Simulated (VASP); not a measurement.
# Ge (Imma) in VASP: notebook

The runs below take Ge through single point, with PBE.

All numbers are computed with VASP 6.6.1; they aren't measurements. Logs are shortened: lines on timing, memory, paths and dates and some standing lists are left out, and cuts for length are marked.

### Step 1. The cell of the first run

Symmetry: Imma, No. 74, orthorhombic system. Conventional cell: a = 3.951 Å, b = 4.196 Å, c = 5.588 Å, α = 90.00°, β = 90.00°, γ = 90.00°. Within 3.2 Å of Ge (site symmetry mm2) lie 4 Ge at 2.42 to 2.52 Å.

### Step 2. Single point, PBE (engineering shear strain xy -0.0600, normal strain along z -0.0300)

File INCAR:

```
SYSTEM = Ge
PREC     = Accurate       ! precision mode
ENCUT    = 520            ! plane-wave cutoff, eV
EDIFF    = 1E-6           ! SCF threshold, eV
ISMEAR   = 0              ! smearing method
SIGMA    = 0.15           ! smearing width, eV
LREAL    = .FALSE.        ! projectors in reciprocal space
LASPH    = .TRUE.         ! aspherical terms in the spheres
NELM     = 80             ! most SCF steps
ALGO     = Normal         ! electronic algorithm
ISIF     = 2              ! what is computed and relaxed
LWAVE    = .FALSE.        ! write WAVECAR
LCHARG   = .FALSE.        ! write CHGCAR
GGA      = PE             ! functional
NBANDS   = 21             ! bands
```

File KPOINTS:

```
regular mesh
0
G
  14 14 14
  0 0 0
```

File POSCAR:

```
Ge
1.0
   -0.0864160431      2.8805347716      2.7941187285
    2.8805347716     -0.0864160431      2.7941187285
    2.7941187285      2.7941187285      0.0000000000
Ge
2
Direct
    0.5000000000      0.5000000000      0.5000000000
    0.7500000000      0.7500000000      0.7500000000
```

Potentials or basis: VASP PAW PBE potentials, release 64 (Ge_d).

On the command line:

```bash
$ cat potpaw_PBE.64/Ge_d/POTCAR > POTCAR
$ mpirun -np 1 vasp_std > vasp.out
```

OUTCAR:

```text
SYSTEM = Ge
   PREC = Accurate
   ENCUT = 520
   EDIFF = 1E-6
   ISMEAR = 0
   LREAL = .FALSE.
   LASPH = .TRUE.
   NELM = 80
   ISIF = 2
   GGA = PE

 ion  position               nearest neighbor table
   1  0.500  0.500  0.500-   2 2.42   2 2.42   2 2.52   2 2.52
   2  0.750  0.750  0.750-   1 2.42   1 2.42   1 2.52   1 2.52

  LATTYP: Found a body centered orthorhombic cell.
 ALAT       =     3.9514806007
 B/A-ratio  =     1.0618556701
 C/A-ratio  =     1.4142135624

  Lattice vectors:

 A1 = (   0.0864160431,  -2.8805347716,  -2.7941187285)
 A2 = (  -0.0864160431,   2.8805347716,  -2.7941187285)
 A3 = (   2.8805347716,  -0.0864160431,   2.7941187285)

Analysis of symmetry for initial positions (statically):
=====================================================================
 Subroutine PRICEL returns:
 Original cell was already a primitive cell.

 Routine SETGRP: Setting up the symmetry group for a
 body centered orthorhombic supercell.

 Subroutine GETGRP returns: Found  8 space group operations
 (whereof  4 operations were pure point group operations)
 out of a pool of  8 trial point group operations.

The static configuration has the point symmetry C_2v.
 The point group associated with its full space group is D_2h.

Analysis of symmetry for dynamics (positions and initial velocities):
=====================================================================
 Subroutine PRICEL returns:
 Original cell was already a primitive cell.

 Routine SETGRP: Setting up the symmetry group for a
 body centered orthorhombic supercell.

 Subroutine GETGRP returns: Found  8 space group operations
 (whereof  4 operations were pure point group operations)
 out of a pool of  8 trial point group operations.

The dynamic configuration has the point symmetry C_2v.
 The point group associated with its full space group is D_2h.

 Subroutine INISYM returns: Found  8 space group operations
 (whereof  4 operations are pure point group operations),
 and found     1 'primitive' translations

----------------------------------------------------------------------------------------

                                     Primitive cell

  volume of cell :      46.3266

  direct lattice vectors                    reciprocal lattice vectors
    -0.086416043  2.880534772  2.794118728    -0.168523185  0.168523185  0.178947299
     2.880534772 -0.086416043  2.794118728     0.168523185 -0.168523185  0.178947299
     2.794118728  2.794118728  0.000000000     0.178947299  0.178947299 -0.178947299

  length of vectors
     4.013981536  4.013981536  3.951480601     0.298030642  0.298030642  0.309945814

  position of ions in fractional coordinates (direct lattice)
     0.500000000  0.500000000  0.500000000
     0.750000000  0.750000000  0.750000000

  ion indices of the primitive-cell ions
   primitive index   ion index
                 1           1
                 2           2

----------------------------------------------------------------------------------------

 KPOINTS: regular mesh

Automatic generation of k-mesh.
 Grid dimensions read from file:
 generate k-points for:   14   14   14

 Generating k-lattice:

  Cartesian coordinates                     Fractional coordinates (reciprocal lattice)
    -0.012037370  0.012037370  0.012781950     0.071428571 -0.000000000  0.000000000
     0.012037370 -0.012037370  0.012781950    -0.000000000  0.071428571  0.000000000
     0.012781950  0.012781950 -0.012781950     0.000000000  0.000000000  0.071428571

  Length of vectors
     0.021287903  0.021287903  0.022138987

  Shift w.r.t. Gamma in fractional coordinates (k-lattice)
     0.000000000  0.000000000  0.000000000

 Subroutine IBZKPT returns following result:
 ===========================================

 Found    428 irreducible k-points:

 Following reciprocal coordinates:
            Coordinates               Weight
  0.000000  0.000000  0.000000      1.000000
  0.071429  0.000000  0.000000      4.000000
  0.142857  0.000000  0.000000      4.000000
  0.214286 -0.000000  0.000000      4.000000
  0.285714  0.000000  0.000000      4.000000
  0.357143 -0.000000  0.000000      4.000000
[... 16 lines left out ...]
  0.214286  0.142857  0.000000      4.000000
  0.285714  0.142857  0.000000      4.000000
 [... further k-points ...]
   k-points           NKPTS =    428   k-points in BZ     NKDIM =    428   number of bands    NBANDS=     21
   number of dos      NEDOS =    301   number of ions     NIONS =      2
   total plane-waves  NPLWV =  27000
   dimension x,y,z NGX =    30 NGY =   30 NGZ =   30
   dimension x,y,z NGXF=    60 NGYF=   60 NGZF=   60
   ions per type =               2
   NGX,Y,Z   is equivalent  to a cutoff of  12.43, 12.43, 12.62 a.u.
   NGXF,Y,Z  is equivalent  to a cutoff of  24.85, 24.85, 25.24 a.u.
 SYSTEM =  Ge
   PREC   = accura    normal or accurate (medium, high low for compatibility)
   ISTART =      0    job   : 0-new  1-cont  2-samecut
   ICHARG =      2    charge: 1-file 2-atom 10-const
   ISPIN  =      1    spin polarized calculation?
   LNONCOLLINEAR =      F non collinear calculations
   LSORBIT =      F    spin-orbit coupling
   LASPH  =      T    aspherical Exc in radial PAW
   ENCUT  =  520.0 eV  38.22 Ry    6.18 a.u.   7.46  7.46  7.35*2*pi/ulx,y,z
   NELM   =     80;   NELMIN=  2; NELMDL= -5     # of ELM steps
   EDIFF  = 0.1E-05   stopping-criterion for ELM
   LREAL  =      F    real-space projection
   EDIFFG = 0.1E-04   stopping-criterion for IOM
   NSW    =      0    number of steps for IOM
   IBRION =     -1    ionic relax: 0-MD 1-quasi-New 2-CG
   NFREE  =      0    steps in history (QN), initial steepest desc. (CG)
   ISIF   =      2    stress and relaxation
   ISYM   =      2    0-nonsym 1-usesym 2-fastsym
   POTIM  = 0.5000    time-step for ionic-motion
   TEBEG  =    0.0;   TEEND  =   0.0 temperature during run
   PSTRESS=    0.0 pullay stress
   NELECT =      28.0000    total number of electrons
   NUPDOWN=      -1.0000    fix difference up-down
   EMIN   =  10.00;   EMAX   =-10.00  energy-range for DOS
   EFERMI =   0.00;   METHOD = LEGACY
   ISMEAR =     0;   SIGMA  =   0.15  broadening in eV -4-tet -1-fermi 0-gaus
   EFERMI_NEDOS =   21; number of points for ismear=-14 and -15
   IALGO  =     38    algorithm
   IMIX   =      4    mixing-type and parameters
     AMIX     =   0.40;   BMIX     =  1.00
     AMIX_MAG =   1.60;   BMIX_MAG =  1.00
  volume/ion in A,a.u.               =      23.16       156.31
  Fermi-wavevector in a.u.,A,eV,Ry     =   1.384153  2.615670 26.067130  1.915880
  Thomas-Fermi vector in A             =   2.508684
   LORBIT       =      0    0 simple, 1 ext, 2 COOP (PROOUT), +10 PAW based schemes
   GGA     = PE    functional components
   LHFCALC =     F    Hartree Fock is set to
   AEXX    =    0.0000 exact exchange contribution
   IVDW    =     0    specifies the selected vdW correction
   LEPSILON=     F    determine dielectric tensor
   LRPA    =     F    only Hartree local field effects (RPA)
 non-spin polarized calculation
 Gauss-broadening in eV      SIGMA  =   0.15
  energy-cutoff  :      520.00
  volume of cell :       46.33
 maximum number of plane-waves:      1273
 NGX is ok and might be reduce to    30
   NGX = 15   NGY = 15   NGZ = 15

 number of electron      27.9999986 magnetization

 Free energy of the ion-electron system (eV)
  ---------------------------------------------------
  ext. energy  EPLUGINS =         0.00000000
  ---------------------------------------------------
  free energy    TOTEN  =        -8.98156721 eV

  energy without entropy =       -8.98069930  energy(sigma->0) =       -8.98113325

 E-fermi :   4.7509     XC(G=0):  -9.8189

 val. band max:        4.7232287957   @ k =   0.0000   0.0000   0.0000
 cond. band min:       4.8093213107   @ k =  -0.0000  -0.0000   0.3571
 fundamental gap:      0.0860925150
 Fermi energy:         4.7509376017

 k-point     1 :       0.0000    0.0000    0.0000
  band No.  band energies     occupation
      1     -20.0466      2.00000
      2     -20.0240      2.00000
      3     -19.9866      2.00000
      4     -19.9845      2.00000
      5     -19.9842      2.00000
      6     -19.8181      2.00000
[... 13 lines left out ...]
     20      13.9382      0.00000
     21      14.4680      0.00000

 k-point     2 :       0.0714    0.0000    0.0000
  band No.  band energies     occupation
      1     -20.0481      2.00000
      2     -20.0254      2.00000
      3     -19.9897      2.00000
      4     -19.9815      2.00000
      5     -19.9791      2.00000
      6     -19.8181      2.00000
[... 13 lines left out ...]
     20      13.6425      0.00000
     21      13.9551      0.00000

 k-point     3 :       0.1429    0.0000    0.0000
  band No.  band energies     occupation
      1     -20.0514      2.00000
      2     -20.0288      2.00000
      3     -19.9911      2.00000
      4     -19.9747      2.00000
      5     -19.9720      2.00000
      6     -19.8181      2.00000
[... 13 lines left out ...]
     20      13.2753      0.00000
     21      13.4260      0.00000

 k-point     4 :       0.2143   -0.0000    0.0000
  band No.  band energies     occupation
      1     -20.0550      2.00000
      2     -20.0326      2.00000
      3     -19.9909      2.00000
      4     -19.9661      2.00000
      5     -19.9655      2.00000
      6     -19.8177      2.00000
[... 13 lines left out ...]
     20      13.2183      0.00000
     21      13.3015      0.00000

 k-point     5 :       0.2857    0.0000    0.0000
  band No.  band energies     occupation
      1     -20.0580      2.00000
      2     -20.0356      2.00000
      3     -19.9899      2.00000
      4     -19.9609      2.00000
      5     -19.9577      2.00000
      6     -19.8170      2.00000
[... 13 lines left out ...]
     20      13.3959      0.00000
     21      13.5954      0.00000
[... 382 lines left out ...]
     20      13.0918      0.00000
     21      13.5482      0.00000

 k-point    22 :       0.1429    0.1429    0.0000
  band No.  band energies     occupation
      1     -20.0510      2.00000
      2     -20.0274      2.00000
      3     -19.9956      2.00000
      4     -19.9732      2.00000
      5     -19.9622      2.00000
      6     -19.8149      2.00000
[... 13 lines left out ...]
     20      12.8866      0.00000
     21      14.2950      0.00000

 k-point    23 :       0.2143    0.1429    0.0000
  band No.  band energies     occupation
      1     -20.0535      2.00000
      2     -20.0282      2.00000
      3     -19.9983      2.00000
      4     -19.9663      2.00000
      5     -19.9530      2.00000
      6     -19.8260      2.00000
[... 13 lines left out ...]
     20      13.5195      0.00000
     21      14.3778      0.00000

 k-point    24 :       0.2857    0.1429    0.0000
  band No.  band energies     occupation
      1     -20.0565      2.00000
      2     -20.0313      2.00000
      3     -19.9968      2.00000
      4     -19.9578      2.00000
      5     -19.9459      2.00000
      6     -19.8340      2.00000
[... 13 lines left out ...]
     20      13.9383      0.00000
     21      14.6323      0.00000

 [... further k-points ...]

------------------------ aborting loop because EDIFF is reached ----------------------------------------

  FORCE on cell =-STRESS in cart. coord.  units (eV):
  Direction    XX          YY          ZZ          XY          YZ          ZX
  --------------------------------------------------------------------------------------
  -------------------------------------------------------------------------------------
  Total        0.4911575      0.4911575      1.0124806      1.3652602     -0.0000000     -0.0000000
  in kB       16.9863985     16.9863985     35.0160562     47.2167342     -0.0000000     -0.0000000
  external PRESSURE =      22.9962844 kB  Pullay stress =       0.0000000 kB

 VOLUME and BASIS-vectors are now :
 -----------------------------------------------------------------------------
  energy-cutoff  :      520.00
  volume of cell :       46.33
      direct lattice vectors                 reciprocal lattice vectors
    -0.086416043  2.880534772  2.794118728    -0.168523185  0.168523185  0.178947299
     2.880534772 -0.086416043  2.794118728     0.168523185 -0.168523185  0.178947299
     2.794118728  2.794118728  0.000000000     0.178947299  0.178947299 -0.178947299

 POSITION                                       TOTAL-FORCE (eV/Angst)
 -----------------------------------------------------------------------------------
      2.79412      2.79412      2.79412         0.000000      0.000000     -0.515715
      4.19118      4.19118      4.19118        -0.000000     -0.000000      0.515715
 -----------------------------------------------------------------------------------
    total drift:                                0.000000     -0.000000      0.000000

  FREE ENERGIE OF THE ION-ELECTRON SYSTEM (eV)
  ---------------------------------------------------
  free  energy   TOTEN  =        -8.9815672050 eV

  energy  without entropy=       -8.9806992985  energy(sigma->0) =       -8.98113325
```

It took 5.2 min on 1 thread of Intel Xeon 6975P-C, shared host; peak memory 0.42 GiB.

What came out:

| Quantity | Value |
| --- | --- |
| Free energy | -8.9816 eV |
| Pressure | 2.3 GPa |
| Largest force | 0.516 eV/Å |
| Band gap on the k mesh | zero (band 14 reaches 4.72 eV, above the bottom of band 15 at 4.61 eV) |

Forces on the atoms (eV/Å):
```
Ge   0.000  0.000 -0.516
Ge   0.000  0.000  0.516
```

Levels at points of the mesh, in eV from the Fermi level:
| k point | band 11 | band 12 | band 13 | band 14 | band 15 | band 16 | band 17 | band 18 |
| --- | --- | --- | --- | --- | --- | --- | --- | --- |
| (0.00, 0.00, 0.00) | -12.59 | -0.26 | -0.06 | -0.03 | 0.14 | 2.19 | 2.58 | 3.07 |
| (0.50, 0.00, 0.00) | -10.74 | -7.37 | -1.36 | -1.05 | 0.37 | 3.67 | 4.02 | 7.29 |
| (0.50, 0.50, 0.00) | -9.01 | -8.38 | -3.37 | -2.83 | 0.35 | 0.99 | 9.29 | 9.47 |
| (0.00, 0.00, 0.50) | -10.36 | -7.59 | -1.57 | -1.40 | -0.14 | 3.35 | 4.07 | 7.04 |
| (0.50, 0.00, 0.50) | -8.83 | -8.83 | -2.90 | -2.90 | 0.88 | 0.88 | 9.04 | 9.04 |

Caveat: the cell differs from its parent crystal (engineering shear strain xy -0.0600, normal strain along z -0.0300).

### Step 3. Single point, PBE (engineering shear strain xy -0.0800, normal strain along z -0.0200)

File INCAR:

```
SYSTEM = Ge
ALGO = Normal
EDIFF = 1E-6
ENCUT = 520
GGA = PE
ISIF = 2
ISMEAR = 0
LASPH = .TRUE.
LCHARG = .TRUE.
LELF = .TRUE.
LREAL = .FALSE.
LVHAR = .TRUE.
LWAVE = .FALSE.
NBANDS = 21
NELM = 60
PREC = Accurate
SIGMA = 0.15
```

File KPOINTS:

```
k-points
0
G
  14 14 14
  0 0 0
```

File POSCAR:

```
Ge
1.0
   -0.1152213909      2.8805347716      2.8229240762
    2.8805347716     -0.1152213909      2.8229240762
    2.7653133807      2.7653133807      0.0000000000
Ge
2
Direct
    0.5000000000      0.5000000000      0.5000000000
    0.7500000000      0.7500000000      0.7500000000
```

Potentials or basis: VASP PAW PBE potentials, release 64 (Ge_d).

On the command line:

```bash
$ cat potpaw_PBE.64/Ge_d/POTCAR > POTCAR
$ mpirun -np 1 vasp_std > vasp.out
```

It took 6.9 min on 1 thread of Intel Xeon 6975P-C, shared host; peak memory 0.42 GiB.

The run converged. Its results:

```
Free energy            : -8.9588 eV
Pressure               : 1.9 GPa
Largest force          : 0.661 eV/Å
Band gap on the k mesh : zero (band 14 reaches 4.68 eV, above the bottom of band 15 at 4.43 eV)
```

Forces in eV/Å, atoms in the order of the input:
```
Ge   0.000  0.000 -0.661
Ge   0.000  0.000  0.661
```

Stress tensor (GPa, compression positive):
```
1.52 6.15 0.00
6.15 1.52 0.00
0.00 0.00 2.58
```

Levels at points of the mesh, in eV from the Fermi level:
```tsv
k point	band 10	band 11	band 12	band 13	band 14	band 15	band 16	band 17	band 18	band 19
(0.00, 0.00, 0.00)	-24.47	-12.51	-0.38	-0.02	0.05	0.09	2.05	2.71	3.22	6.48
(0.50, 0.00, 0.00)	-24.44	-10.74	-7.27	-1.22	-1.01	0.44	3.62	4.19	7.36	9.52
(0.50, 0.50, 0.00)	-24.43	-9.09	-8.27	-3.35	-2.62	0.34	1.20	9.22	9.45	11.06
(0.00, 0.00, 0.50)	-24.45	-10.23	-7.56	-1.51	-1.46	-0.20	3.31	4.09	7.02	10.14
(0.50, 0.00, 0.50)	-24.45	-8.75	-8.75	-2.86	-2.86	0.89	0.89	8.88	8.88	11.57
```

Caveat: the cell differs from its parent crystal (engineering shear strain xy -0.0800, normal strain along z -0.0200).

[end of part 1 of 2]
